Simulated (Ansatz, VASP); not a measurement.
## Pt: VASP beside Ansatz

INCAR

```
SYSTEM = Pt
PREC = Accurate
ENCUT = 520
EDIFF = 1E-6
ISMEAR = 0
SIGMA = 0.02
LREAL = .FALSE.
LASPH = .TRUE.
NELM = 100
ALGO = Normal
ISIF = 2
LWAVE = .FALSE.
LCHARG = .TRUE.
GGA = RP
LELF = .TRUE.
LVHAR = .TRUE.
```

Contents of KPOINTS:

```
regular mesh
0
G
  12 12 12
  0 0 0
```

The input POSCAR:

```
Pt
1.0
    0.0000000000      1.9609000000      1.9609000000
    1.9609000000      0.0000000000      1.9609000000
    1.9609000000      1.9609000000      0.0000000000
Pt
1
Direct
    0.0000000000      0.0000000000      0.0000000000
```

File input.yaml:

```yaml
crystal:
  lattice:
    - [0.0, 1.9609, 1.9609]
    - [1.9609, 0.0, 1.9609]
    - [1.9609, 1.9609, 0.0]
  atoms:
    - { symbol: Pt, position: [0.0, 0.0, 0.0] }
hamiltonian:
  xc: rpbe
  pseudopotentials: { kind: paw }
kpoints:
  mp_grid: { grid: [12, 12, 12] }
scf:
  occupations: { method: gaussian, width: 0.02 }
output:
  forces: true
  stress: true
  eigenvalues: true
```

Alike in both runs: task single point; functional RPBE; k mesh 12 × 12 × 12; occupations gaussian, width 0.02 eV; no spin polarisation.

|  | VASP | Ansatz |
| --- | --- | --- |
| version | VASP 6.6.1 | Ansatz 0.2.0 |
| potentials or method | VASP PAW PBE potentials, release 54 (Pt) | Ansatz PAW |
| plane-wave cutoff (eV) | 520 | 420 |
| valence electrons in the cell | 10 | 18 |

Ansatz gave:

* gap on the k mesh at the Fermi level (eV): none
* pressure (GPa): 14.5

Q: What did VASP give for the same quantities?

A: gap on the k mesh at the Fermi level (eV): none; pressure (GPa): 13.9.

VASP's potentials were made for PBE, not for RPBE. A gap of «none» marks a metal or a gap that the smearing closes. VASP's potentials hold 10 valence electrons a cell and Ansatz's 18, so a difference there can come from the potentials and not from the codes.

Spin-orbit coupling is off throughout.
